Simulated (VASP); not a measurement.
Ag16P, 17 atoms in the cell. The cell holds a slab with vacuum, 17 atoms: a = 8.180 Å, b = 5.784 Å, c = 15.338 Å, α = 90.00°, β = 90.00°, γ = 90.00°. 

* Program: VASP 6.6.1
* Task: single point
* Functional: PBE
* Dispersion: D3(BJ)
* Potentials or basis: VASP PAW PBE potentials, release 64 (Ag, P)
* Cutoff: 520 eV
* k mesh: 2 × 3 × 1
* Occupations: gaussian, width 0.15 eV
* Spin: no spin polarisation
* Dipole correction: no
* Further INCAR settings: LREAL = Auto; ALGO = Normal; EDIFF = 1e-06; NBANDS = 104

Potentials or basis: VASP PAW PBE potentials, release 64 (Ag, P).

The run is started by

```console
$ cat potpaw_PBE.64/Ag/POTCAR potpaw_PBE.64/P/POTCAR > POTCAR
$ mpirun -np 1 vasp_std > vasp.out
```

Hardware: 1 thread of AMD EPYC 7R13 Processor (Zen 3) (shared host).

Q: How long does it take, and how much memory?

A: Wall time 13 min on 1 thread of AMD EPYC 7R13 Processor (Zen 3), with other jobs on the host, peak memory 0.77 GiB. Counts: scf iterations 21, k points 4.
